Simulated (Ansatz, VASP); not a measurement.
# TaN: VASP beside Ansatz

```xyz
2
Lattice="2.7140 0.0000 0.0000 0.0000 2.7140 0.0000 0.0000 0.0000 2.7140" Properties=species:S:1:pos:R:3 pbc="T T T"
Ta    0.0000    0.0000    0.0000
N     1.3570    1.3570    1.3570
```

Alike in both runs: task single point; functional PBE; k mesh 10 × 10 × 10; occupations fermi-dirac, width 0.05 eV; no spin polarisation.

|  | VASP | Ansatz |
| --- | --- | --- |
| version | VASP 6.6.1 | Ansatz 0.2.0 |
| potentials or method | VASP PAW PBE potentials, release 64 (Ta_sv_GW, N) | Ansatz PAW soft_1 |
| plane-wave cutoff (eV) | 600 | 420 |
| valence electrons in the cell | 18 | 18 |

|  | VASP | Ansatz | Ansatz less VASP |
| --- | --- | --- | --- |
| gap on the k mesh at the Fermi level (eV) | none | none | - |
| pressure (GPa) | 13.0 | 13.0 | 0.00 |

A gap of «none» marks a metal or a gap that the smearing closes.

Neither program's run includes spin-orbit coupling.
